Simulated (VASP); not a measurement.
# GeS (Pnma) in VASP: notebook

The runs below take GeS through single point, with PBE.

Program: VASP 6.6.1. These are calculated values, not measurements. Logs are shortened: lines on timing, memory, paths and dates and some standing lists are left out, and cuts for length are marked.

## 1. The cell of the first run

Symmetry: Pnma, No. 62, orthorhombic system. The conventional cell has a = 10.470 Å, b = 3.641 Å, c = 4.168 Å, α = 90.00°, β = 90.00°, γ = 90.00°. Within 3.3 Å of Ge (site symmetry m) lie 6 S at 2.45 to 3.21 Å and 2 Ge at 3.27 Å. Within 3.3 Å of S (site symmetry m) lie 6 Ge at 2.45 to 3.21 Å.

## 2. Single point, PBE (z stretched by -3 %, then relaxed in part)

Input file INCAR:

```
PREC = Accurate
ENCUT = 500
EDIFF = 1E-6
ISMEAR = -1
SIGMA = 0.02
LREAL = F
LASPH = T
NELM = 120
ALGO = Normal
ISIF = 2
LWAVE = F
LCHARG = T
GGA = PE
LELF = T
LVHAR = T
NBANDS = 50
GGA_COMPAT = F
```

Input file KPOINTS:

```
Automatic mesh
0
Gamma
  5 12 10
```

Input file POSCAR:

```
GeS
1.0
   10.4700000000      0.0000000000      0.0000000000
    0.0000000000      3.6410000000      0.0000000000
    0.0000000000      0.0000000000      4.1680900000
Ge S
4 4
Direct
    0.6204587144      0.2500000000      0.3775475196
    0.8795412856      0.7500000000      0.8775475196
    0.1204587144      0.2500000000      0.1224524804
    0.3795412856      0.7500000000      0.6224524804
    0.8514126429      0.2500000000      0.4912915601
    0.6485873571      0.7500000000     -0.0087084399
    0.3514126429      0.2500000000      1.0087084399
    0.1485873571      0.7500000000      0.5087084399
```

Potentials or basis: VASP PAW PBE potentials, release 64 (Ge_d, S).

On the command line:

```sh
cat potpaw_PBE.64/Ge_d/POTCAR potpaw_PBE.64/S/POTCAR > POTCAR
mpirun -np 1 vasp_std > vasp.out
```

OUTCAR:

```text
PREC = Accurate
   ENCUT = 500
   EDIFF = 1E-6
   ISMEAR = -1
   LREAL = F
   LASPH = T
   NELM = 120
   ISIF = 2
   GGA = PE

 ion  position               nearest neighbor table
   1  0.620  0.250  0.378-   6 2.45   6 2.45   5 2.46
   2  0.880  0.750  0.878-   5 2.45   5 2.45   6 2.46
   3  0.120  0.250  0.122-   8 2.45   8 2.45   7 2.46
   4  0.380  0.750  0.622-   7 2.45   7 2.45   8 2.46
   5  0.851  0.250  0.491-   2 2.45   2 2.45   1 2.46
   6  0.649  0.750  0.991-   1 2.45   1 2.45   2 2.46
   7  0.351  0.250  0.009-   4 2.45   4 2.45   3 2.46
   8  0.149  0.750  0.509-   3 2.45   3 2.45   4 2.46

  LATTYP: Found a simple orthorhombic cell.
 ALAT       =     3.6410000000
 B/A-ratio  =     1.1447651744
 C/A-ratio  =     2.8755836309

  Lattice vectors:

 A1 = (   0.0000000000,   3.6410000000,   0.0000000000)
 A2 = (   0.0000000000,   0.0000000000,   4.1680900000)
 A3 = (  10.4700000000,   0.0000000000,   0.0000000000)

Analysis of symmetry for initial positions (statically):
=====================================================================
 Subroutine PRICEL returns:
 Original cell was already a primitive cell.

 Routine SETGRP: Setting up the symmetry group for a
 simple orthorhombic supercell.

 Subroutine GETGRP returns: Found  8 space group operations
 (whereof  2 operations were pure point group operations)
 out of a pool of  8 trial point group operations.

The static configuration has the point symmetry S_2 .
 The point group associated with its full space group is D_2h.

Analysis of symmetry for dynamics (positions and initial velocities):
=====================================================================
 Subroutine PRICEL returns:
 Original cell was already a primitive cell.

 Routine SETGRP: Setting up the symmetry group for a
 simple orthorhombic supercell.

 Subroutine GETGRP returns: Found  8 space group operations
 (whereof  2 operations were pure point group operations)
 out of a pool of  8 trial point group operations.

The dynamic configuration has the point symmetry S_2 .
 The point group associated with its full space group is D_2h.

 Subroutine INISYM returns: Found  8 space group operations
 (whereof  2 operations are pure point group operations),
 and found     1 'primitive' translations

----------------------------------------------------------------------------------------

                                     Primitive cell

  volume of cell :     158.8929

  direct lattice vectors                    reciprocal lattice vectors
    10.470000000  0.000000000  0.000000000     0.095510984  0.000000000  0.000000000
     0.000000000  3.641000000  0.000000000     0.000000000  0.274649821  0.000000000
     0.000000000  0.000000000  4.168090000     0.000000000  0.000000000  0.239918044

  length of vectors
    10.470000000  3.641000000  4.168090000     0.095510984  0.274649821  0.239918044

  position of ions in fractional coordinates (direct lattice)
     0.620458714  0.250000000  0.377547520
     0.879541286  0.750000000  0.877547520
     0.120458714  0.250000000  0.122452480
     0.379541286  0.750000000  0.622452480
     0.851412643  0.250000000  0.491291560
     0.648587357  0.750000000  0.991291560
     0.351412643  0.250000000  0.008708440
     0.148587357  0.750000000  0.508708440

  ion indices of the primitive-cell ions
   primitive index   ion index
                 1           1
                 2           2
                 3           3
                 4           4
                 5           5
                 6           6
                 7           7
                 8           8

----------------------------------------------------------------------------------------

 KPOINTS: Automatic mesh

Automatic generation of k-mesh.
 Grid dimensions read from file:
 generate k-points for:    5   12   10

 Generating k-lattice:

  Cartesian coordinates                     Fractional coordinates (reciprocal lattice)
     0.019102197  0.000000000  0.000000000     0.200000000  0.000000000  0.000000000
     0.000000000  0.022887485  0.000000000     0.000000000  0.083333333  0.000000000
     0.000000000  0.000000000  0.023991804     0.000000000  0.000000000  0.100000000

  Length of vectors
     0.019102197  0.022887485  0.023991804

  Shift w.r.t. Gamma in fractional coordinates (k-lattice)
     0.000000000  0.000000000  0.000000000

 Subroutine IBZKPT returns following result:
 ===========================================

 Found    126 irreducible k-points:

 Following reciprocal coordinates:
            Coordinates               Weight
  0.000000  0.000000  0.000000      1.000000
  0.200000  0.000000  0.000000      2.000000
  0.400000  0.000000  0.000000      2.000000
  0.000000  0.083333  0.000000      2.000000
  0.200000  0.083333  0.000000      4.000000
  0.400000  0.083333  0.000000      4.000000
[... 16 lines left out ...]
  0.200000  0.000000  0.100000      4.000000
  0.400000  0.000000  0.100000      4.000000
 [... further k-points ...]
   k-points           NKPTS =    126   k-points in BZ     NKDIM =    126   number of bands    NBANDS=     50
   number of dos      NEDOS =    301   number of ions     NIONS =      8
   total plane-waves  NPLWV =  67200
   dimension x,y,z NGX =    80 NGY =   28 NGZ =   30
   dimension x,y,z NGXF=   160 NGYF=   56 NGZF=   60
   ions per type =               4   4
   NGX,Y,Z   is equivalent  to a cutoff of  12.70, 12.78, 11.97 a.u.
   NGXF,Y,Z  is equivalent  to a cutoff of  25.41, 25.57, 23.93 a.u.
 SYSTEM =  unknown system
   PREC   = accura    normal or accurate (medium, high low for compatibility)
   ISTART =      0    job   : 0-new  1-cont  2-samecut
   ICHARG =      2    charge: 1-file 2-atom 10-const
   ISPIN  =      1    spin polarized calculation?
   LNONCOLLINEAR =      F non collinear calculations
   LSORBIT =      F    spin-orbit coupling
   LASPH  =      T    aspherical Exc in radial PAW
   ENCUT  =  500.0 eV  36.75 Ry    6.06 a.u.  19.09  6.64  7.60*2*pi/ulx,y,z
   NELM   =    120;   NELMIN=  2; NELMDL= -5     # of ELM steps
   EDIFF  = 0.1E-05   stopping-criterion for ELM
   LREAL  =      F    real-space projection
   EDIFFG = 0.1E-04   stopping-criterion for IOM
   NSW    =      0    number of steps for IOM
   IBRION =     -1    ionic relax: 0-MD 1-quasi-New 2-CG
   NFREE  =      0    steps in history (QN), initial steepest desc. (CG)
   ISIF   =      2    stress and relaxation
   ISYM   =      2    0-nonsym 1-usesym 2-fastsym
   POTIM  = 0.5000    time-step for ionic-motion
   TEBEG  =    0.0;   TEEND  =   0.0 temperature during run
   PSTRESS=    0.0 pullay stress
   NELECT =      80.0000    total number of electrons
   NUPDOWN=      -1.0000    fix difference up-down
   EMIN   =  10.00;   EMAX   =-10.00  energy-range for DOS
   EFERMI =   0.00;   METHOD = LEGACY
   ISMEAR =    -1;   SIGMA  =   0.02  broadening in eV -4-tet -1-fermi 0-gaus
   EFERMI_NEDOS =   21; number of points for ismear=-14 and -15
   IALGO  =     38    algorithm
   IMIX   =      4    mixing-type and parameters
     AMIX     =   0.40;   BMIX     =  1.00
     AMIX_MAG =   1.60;   BMIX_MAG =  1.00
  volume/ion in A,a.u.               =      19.86       134.03
  Fermi-wavevector in a.u.,A,eV,Ry     =   1.302377  2.461135 23.078005  1.696186
  Thomas-Fermi vector in A             =   2.433449
   LORBIT       =      0    0 simple, 1 ext, 2 COOP (PROOUT), +10 PAW based schemes
   GGA     = PE    functional components
   LHFCALC =     F    Hartree Fock is set to
   AEXX    =    0.0000 exact exchange contribution
   IVDW    =     0    specifies the selected vdW correction
   LEPSILON=     F    determine dielectric tensor
   LRPA    =     F    only Hartree local field effects (RPA)
 non-spin polarized calculation
  energy-cutoff  :      500.00
  volume of cell :      158.89
 maximum number of plane-waves:      4065
 NGX is ok and might be reduce to    80
   NGX = 39   NGY = 13   NGZ = 15

 number of electron      80.0000010 magnetization

 Free energy of the ion-electron system (eV)
  ---------------------------------------------------
  ext. energy  EPLUGINS =         0.00000000
  ---------------------------------------------------
  free energy    TOTEN  =       -36.51356890 eV

  energy without entropy =      -36.51356890  energy(sigma->0) =      -36.51356890

 E-fermi :   5.8195     XC(G=0): -10.3047

 val. band max:        5.4185628786   @ k =   0.0000   0.0000   0.3000
 cond. band min:       6.1811800471   @ k =   0.0000   0.0000   0.0000
 fundamental gap:      0.7626171685
 Fermi energy:         5.8194980510

 k-point     1 :       0.0000    0.0000    0.0000
  band No.  band energies     occupation
      1     -19.0927      2.00000
      2     -19.0880      2.00000
      3     -19.0849      2.00000
      4     -19.0817      2.00000
      5     -19.0805      2.00000
      6     -19.0786      2.00000
[... 42 lines left out ...]
     49      10.8558      0.00000
     50      11.4879      0.00000

 k-point     2 :       0.2000    0.0000    0.0000
  band No.  band energies     occupation
      1     -19.0924      2.00000
      2     -19.0887      2.00000
      3     -19.0843      2.00000
      4     -19.0819      2.00000
      5     -19.0804      2.00000
      6     -19.0791      2.00000
[... 42 lines left out ...]
     49      11.0703      0.00000
     50      11.2940      0.00000

 k-point     3 :       0.4000    0.0000    0.0000
  band No.  band energies     occupation
      1     -19.0914      2.00000
      2     -19.0901      2.00000
      3     -19.0833      2.00000
      4     -19.0825      2.00000
      5     -19.0801      2.00000
      6     -19.0797      2.00000
[... 1102 lines left out ...]
     49      10.7927      0.00000
     50      11.1218      0.00000

 k-point    24 :       0.4000    0.0000    0.1000
  band No.  band energies     occupation
      1     -19.0913      2.00000
      2     -19.0899      2.00000
      3     -19.0834      2.00000
      4     -19.0826      2.00000
      5     -19.0803      2.00000
      6     -19.0798      2.00000
[... 42 lines left out ...]
     49      10.7234      0.00000
     50      10.9622      0.00000

 [... further k-points ...]

------------------------ aborting loop because EDIFF is reached ----------------------------------------

  FORCE on cell =-STRESS in cart. coord.  units (eV):
  Direction    XX          YY          ZZ          XY          YZ          ZX
  --------------------------------------------------------------------------------------
  -------------------------------------------------------------------------------------
  Total        1.8195591      3.4977025      3.1209550      0.0000000      0.0000000      0.0000000
  in kB       18.3473057     35.2686635     31.4697748      0.0000000      0.0000000      0.0000000
  external PRESSURE =      28.3619147 kB  Pullay stress =       0.0000000 kB

 VOLUME and BASIS-vectors are now :
 -----------------------------------------------------------------------------
  energy-cutoff  :      500.00
  volume of cell :      158.89
      direct lattice vectors                 reciprocal lattice vectors
    10.470000000  0.000000000  0.000000000     0.095510984  0.000000000  0.000000000
     0.000000000  3.641000000  0.000000000     0.000000000  0.274649821  0.000000000
     0.000000000  0.000000000  4.168090000     0.000000000  0.000000000  0.239918044

 POSITION                                       TOTAL-FORCE (eV/Angst)
 -----------------------------------------------------------------------------------
      6.49620      0.91025      1.57365         0.014036      0.000000      0.013735
      9.20880      2.73075      3.65770        -0.014036     -0.000000      0.013735
      1.26120      0.91025      0.51039         0.014036      0.000000     -0.013735
      3.97380      2.73075      2.59444        -0.014036     -0.000000     -0.013735
      8.91429      0.91025      2.04775        -0.013344      0.000000     -0.004664
      6.79071      2.73075      4.13179         0.013344      0.000000     -0.004664
      3.67929      0.91025      0.03630        -0.013344      0.000000      0.004664
      1.55571      2.73075      2.12034         0.013344     -0.000000      0.004664
 -----------------------------------------------------------------------------------
    total drift:                                0.000000      0.000000      0.000000

  FREE ENERGIE OF THE ION-ELECTRON SYSTEM (eV)
  ---------------------------------------------------
  free  energy   TOTEN  =       -36.5135689012 eV

  energy  without entropy=      -36.5135689012  energy(sigma->0) =      -36.51356890
```

Run time: 7.9 min. Hardware: 1 thread of Intel Xeon 6975P-C (Granite Rapids), shared host; peak memory 0.72 GiB.

What came out:

```
Free energy            : -36.5136 eV
Pressure               : 2.8 GPa
Largest force          : 0.020 eV/Å
Band gap on the k mesh : 0.76 eV (least direct gap 0.96 eV)
```

Forces on the atoms (eV/Å):
```
Ge   0.014  0.000  0.014
Ge  -0.014  0.000  0.014
Ge   0.014  0.000 -0.014
Ge  -0.014  0.000 -0.014
S   -0.013  0.000 -0.005
S    0.013  0.000 -0.005
S   -0.013  0.000  0.005
S    0.013  0.000  0.005
```

Stress tensor (GPa, compression positive):
```
1.83 0.00 0.00
0.00 3.53 0.00
0.00 0.00 3.15
```

Caveat: the cell differs from its parent crystal (z stretched by -3 %, then relaxed in part). A k mesh can miss the band edges.

## 3. Single point, PBE (21.70 Å³/atom)

This run uses another cell than the first one, of 21.70 Å³/atom.

Input file INCAR:

```
SYSTEM = GeS
PREC = Accurate
ENCUT = 500
EDIFF = 1E-6
ISMEAR = -1
SIGMA = 0.02
LREAL = .FALSE.
LASPH = .TRUE.
NELM = 120
ALGO = Normal
ISIF = 2
LWAVE = .FALSE.
LCHARG = .FALSE.
GGA = PE
NBANDS = 50
GGA_COMPAT = .FALSE.
```

Input file KPOINTS:

```
regular mesh
0
G
  5 12 10
  0 0 0
```

Input file POSCAR:

```
GeS
1.0
   10.6753462508      0.0000000000      0.0000000000
    0.0000000000      3.7124102864      0.0000000000
    0.0000000000      0.0000000000      4.3812762980
Ge S
4 4
Direct
    0.6246317129      0.2500000000      0.3693018002
    0.8753682871      0.7500000000      0.8693018002
    0.1246317129      0.2500000000      0.1306981998
    0.3753682871      0.7500000000      0.6306981998
    0.8479727171      0.2500000000      0.5026108995
    0.6520272829      0.7500000000      0.0026108995
    0.3479727171      0.2500000000      0.9973891005
    0.1520272829      0.7500000000      0.4973891005
```

Potentials or basis: VASP PAW PBE potentials, release 64 (Ge_d, S).

On the command line:

```sh
cat potpaw_PBE.64/Ge_d/POTCAR potpaw_PBE.64/S/POTCAR > POTCAR
mpirun -np 1 vasp_std > vasp.out
```

It took 17 min on 1 thread of Oxide Virtual Turin-like, shared host; peak memory 0.74 GiB.

The run converged. Its results:

| Quantity | Value |
| --- | --- |
| Free energy | -36.6423 eV |
| Pressure | -0.1 GPa |
| Largest force | 0.022 eV/Å |
| Band gap on the k mesh | 1.30 eV |

Forces in eV/Å, atoms in the order of the input:
```
Ge   0.005  0.000 -0.010
Ge  -0.005  0.000 -0.010
Ge   0.005  0.000  0.010
Ge  -0.005  0.000  0.010
S    0.018  0.000  0.013
S   -0.018  0.000  0.013
S    0.018  0.000 -0.013
S   -0.018  0.000 -0.013
```

Stress tensor (GPa, compression positive):
```
 0.26  0.00  0.00
 0.00 -0.61  0.00
 0.00  0.00  0.03
```

Levels at points of the mesh, in eV from the valence-band top:
| k point | band 38 | band 39 | band 40 | band 41 | band 42 | band 43 |
| --- | --- | --- | --- | --- | --- | --- |
| (0.00, 0.00, 0.00) | -0.77 | -0.69 | 0.00 | 1.30 | 2.65 | 2.75 |
| (0.00, 0.50, 0.00) | -1.38 | -1.04 | -1.04 | 1.60 | 1.60 | 1.71 |
| (0.00, 0.00, 0.50) | -0.92 | -0.28 | -0.28 | 1.71 | 1.71 | 2.52 |
| (0.00, 0.50, 0.50) | -1.95 | -1.21 | -1.21 | 3.21 | 3.21 | 3.33 |

## 4. Single point, PBE (z stretched by +3 %, then relaxed in part)

Input file INCAR:

```
PREC = Accurate
ENCUT = 500
EDIFF = 1E-6
ISMEAR = -1
SIGMA = 0.02
LREAL = False
LASPH = True
NELM = 120
ALGO = Normal
ISIF = 2
LWAVE = False
LCHARG = True
GGA = PE
LELF = True
LVHAR = True
NBANDS = 50
GGA_COMPAT = False
```

Input file KPOINTS:

```
Automatic mesh
0
Gamma
  5 12 10
```

Input file POSCAR:

```
GeS
1.0
   10.4700000000      0.0000000000      0.0000000000
    0.0000000000      3.6410000000      0.0000000000
    0.0000000000      0.0000000000      4.4259100000
Ge S
4 4
Direct
    0.6210050562      0.2500000000      0.3638259122
    0.8789949438      0.7500000000      0.8638259122
    0.1210050562      0.2500000000      0.1361740878
    0.3789949438      0.7500000000      0.6361740878
    0.8494477915      0.2500000000      0.5002063720
    0.6505522085      0.7500000000      0.0002063720
    0.3494477915      0.2500000000      0.9997936280
    0.1505522085      0.7500000000      0.4997936280
```

On the command line:

```sh
cat potpaw_PBE.64/Ge_d/POTCAR potpaw_PBE.64/S/POTCAR > POTCAR
mpirun -np 1 vasp_std > vasp.out
```

It took 15 min on 1 thread of Oxide Virtual Turin-like, shared host; peak memory 0.73 GiB.

Results (log left out):

| Property | Result |
| --- | --- |
| Free energy | -36.6248 eV |
| Pressure | 1.0 GPa |
| Largest force | 0.006 eV/Å |
| Band gap on the k mesh | 1.20 eV (least direct gap 1.29 eV) |

Forces on the atoms (eV/Å):
```
Ge  -0.001  0.000  0.006
Ge   0.001  0.000  0.006
Ge  -0.001  0.000 -0.006
Ge   0.001  0.000 -0.006
S    0.000  0.000 -0.006
S    0.000  0.000 -0.006
S    0.000  0.000  0.006
S    0.000  0.000  0.006
```

Stress tensor (GPa, compression positive):
```
1.18 0.00 0.00
0.00 1.08 0.00
0.00 0.00 0.60
```

Levels at points of the mesh, in eV from the valence-band top:
```
           k point  band 36  band 37  band 38  band 39  band 40  band 41  band 42  band 43  band 44  band 45
(0.00, 0.00, 0.00)    -2.05    -1.55    -0.94    -0.69     0.00     1.29     2.58     2.83     2.94     3.11
(0.00, 0.50, 0.00)    -2.27    -1.56    -1.56    -1.12    -1.12     1.43     1.43     1.55     1.55     2.41
(0.00, 0.00, 0.50)    -1.58    -1.00    -1.00    -0.24    -0.24     1.72     1.72     2.57     2.57     2.97
(0.00, 0.50, 0.50)    -3.44    -2.11    -2.11    -1.26    -1.26     3.11     3.11     3.22     3.22     4.81
```

Caveat: the cell differs from its parent crystal (z stretched by +3 %, then relaxed in part). A k mesh can miss the band edges.

(Part 1 of 2 ends here.)
